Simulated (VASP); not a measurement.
Wanted: the native input for a VASP 6.6.1 run.

```yaml
Task: single point
Functional: PBEsol
Potentials_or_basis: VASP PAW PBE potentials, release 64 (Nb_sv)
Cutoff: 520 eV
k_mesh: 17 × 17 × 9
Occupations: fermi-dirac, width 0.05 eV
Spin: no spin polarisation
Dipole_correction: no
Further_INCAR_settings: ALGO = Normal; EDIFF = 1e-07; NBANDS = 20
```

The structure of Nb lies in POSCAR:

```
Nb
1.0
    2.6009904882      0.0000000000      0.0000000000
   -1.3004952441      2.2525238378      0.0000000000
    0.0000000000      0.0000000000      4.6765386349
Nb
2
Direct
    0.3333333333      0.6666666667      0.2500000000
    0.6666666667      0.3333333333      0.7500000000
```

This isn't the form of Nb at room conditions, which is bcc.

The input as run:

INCAR

```
ALGO = Normal ; EDIFF = 1E-7
ENCUT = 520 ; GGA = PS
ISIF = 2 ; ISMEAR = -1
LASPH = T ; LCHARG = T
LELF = T ; LREAL = F
LVHAR = T ; LWAVE = F
NBANDS = 20 ; NELM = 60
PREC = Accurate ; SIGMA = 0.05
```

KPOINTS

```
k-points
0
Gamma
  17 17 9
```

Potentials or basis: VASP PAW PBE potentials, release 64 (Nb_sv).

Run with:

```sh
$ cat potpaw_PBE.64/Nb_sv/POTCAR > POTCAR
$ mpirun -np 1 vasp_std > vasp.out
```

It gave:

```yaml
Pressure: 77.7 GPa
Band_gap_on_the_k_mesh: zero (bands 13 and 14 overlap by 3.32 eV)
```

Caveat: the cell stands under pressure; the PAW data sets were made with another functional, which shifts forces and pressure a little.

Wall time 83 s on 1 thread of Intel Xeon 8259CL, with other jobs on the host, peak memory 0.19 GiB.
